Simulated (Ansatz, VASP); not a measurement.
## Two plane-wave programs on In

The input INCAR:

```
PREC     = Accurate       # precision mode
ENCUT    = 500            # plane-wave cutoff, eV
EDIFF    = 1E-6           # SCF threshold, eV
ISMEAR   = 0              # smearing method
SIGMA    = 0.1            # smearing width, eV
LREAL    = False          # projectors in reciprocal space
LASPH    = True           # aspherical terms in the spheres
NELM     = 120            # most SCF steps
ALGO     = Normal         # electronic algorithm
ISIF     = 2              # what is computed and relaxed
LWAVE    = False          # write WAVECAR
LCHARG   = False          # write CHGCAR
GGA      = PE             # functional
NBANDS   = 12             # bands
GGA_COMPAT= False
```

KPOINTS

```
regular mesh
0
Gamma
  8 8 8
```

Contents of POSCAR:

```
In
1.0
   -1.6297352700      1.6297352700      2.4928993500
    1.6297352700     -1.6297352700      2.4928993500
    1.6297352700      1.6297352700     -2.4928993500
In
1
Direct
    0.0000000000      0.0000000000      0.0000000000
```

Input for Ansatz:

```yaml
crystal:
  lattice:
    - [-1.62973527, 1.62973527, 2.49289935]
    - [1.62973527, -1.62973527, 2.49289935]
    - [1.62973527, 1.62973527, -2.49289935]
  atoms:
    - { symbol: In, position: [0.0, 0.0, 0.0] }
basis:
  ecutwfc: 420
kpoints:
  mp_grid: { grid: [8, 8, 8] }
hamiltonian:
  xc: pbe
scf:
  occupations: { method: gaussian, width: 0.1 }
output:
  forces: true
  stress: true
  eigenvalues: true
```

Alike in both runs: task single point; functional PBE; k mesh 8 × 8 × 8; occupations gaussian, width 0.1 eV; no spin polarisation.

|  | VASP | Ansatz |
| --- | --- | --- |
| version | VASP 6.6.1 | Ansatz 0.2.0 |
| potentials or method | VASP PAW PBE potentials, release 64 (In_d), cutoff 500 eV | scalar-relativistic, plane waves, PAW |
| valence electrons in the cell | 13 | 13 |

Ansatz gave:

- gap on the k mesh at the Fermi level (eV): none
- pressure (GPa): 1.3
- traceless stress, the component that is largest in VASP (GPa): 2.53

Q: Estimate VASP's values.

A: gap on the k mesh at the Fermi level (eV): none; pressure (GPa): 1.2; traceless stress, the component that is largest in VASP (GPa): 2.53.

A gap of «none» marks a metal or a gap that the smearing closes.
